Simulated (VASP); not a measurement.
Set up this calculation in VASP 6.6.1, as the native input.

- Task: single point
- Functional: r2SCAN
- Potentials or basis: VASP PAW PBE potentials, release 64 (Ge_d, Se)
- Cutoff: 550 eV
- k mesh: 2 × 6 × 6
- Occupations: gaussian, width 0.01 eV
- Spin: no spin polarisation
- Dipole correction: no
- Further INCAR settings: ALGO = Normal; EDIFF = 1e-06; NBANDS = 50

GeSe:

```
CELL_PARAMETERS angstrom
11.01030 0.00000 0.00000
0.00000 3.80433 0.00000
0.00000 0.00000 4.53638
ATOMIC_POSITIONS crystal
Ge 0.12544 0.75000 0.88603
Ge 0.62544 0.75000 0.61397
Ge 0.37456 0.25000 0.38603
Ge 0.87456 0.25000 0.11397
Se 0.85161 0.75000 0.48780
Se 0.35161 0.75000 0.01220
Se 0.64839 0.25000 0.98780
Se 0.14839 0.25000 0.51220
```

These files were run (other wordings do the same):

POSCAR

```
GeSe
1.0
   11.0103044784      0.0000000000      0.0000000000
    0.0000000000      3.8043314846      0.0000000000
    0.0000000000      0.0000000000      4.5363774144
Ge Se
4 4
Direct
    0.1254375754      0.7500000000      0.8860310700
    0.6254375754      0.7500000000      0.6139689300
    0.3745624246      0.2500000000      0.3860310700
    0.8745624246      0.2500000000      0.1139689300
    0.8516134824      0.7500000000      0.4877997361
    0.3516134824      0.7500000000      0.0122002639
    0.6483865176      0.2500000000      0.9877997361
    0.1483865176      0.2500000000      0.5122002639
```

INCAR.step1

```
PREC = Accurate ; ENCUT = 550
ISMEAR = 0 ; SIGMA = 0.01
LREAL = F ; LASPH = T
NELM = 120 ; NBANDS = 50
GGA = PE ; ALGO = Normal
EDIFF = 1E-5 ; LWAVE = T
LCHARG = F ; GGA_COMPAT = F
```

INCAR.step2

```
PREC = Accurate ; ENCUT = 550
EDIFF = 1E-6 ; ISMEAR = 0
SIGMA = 0.01 ; LREAL = F
LASPH = T ; NELM = 120
ALGO = Normal ; ISIF = 2
LWAVE = F ; LCHARG = T
METAGGA = R2SCAN ; LMIXTAU = T
LELF = T ; LVHAR = T
NBANDS = 50 ; ISTART = 1
GGA_COMPAT = F
```

KPOINTS

```
regular mesh
0
Gamma
  2 6 6
```

Potentials or basis: VASP PAW PBE potentials, release 64 (Ge_d, Se).

Command:

```bash
$ cat potpaw_PBE.64/Ge_d/POTCAR potpaw_PBE.64/Se/POTCAR > POTCAR
$ cp INCAR.step1 INCAR
$ mpirun -np 1 vasp_std > vasp.out
$ cp INCAR.step2 INCAR
$ mpirun -np 1 vasp_std > vasp.out
```

It gave:

```json
{
  "Pressure": "0.9 GPa",
  "Largest force": "0.019 eV/Å",
  "Band gap on the k mesh": "1.04 eV"
}
```

Caveat: the PAW data sets were made with another functional, which shifts forces and pressure a little.

It took 9.5 min on 1 thread of Intel(R) Xeon(R) Platinum 8488C (Sapphire Rapids), on a shared host, peak memory 0.47 GiB.
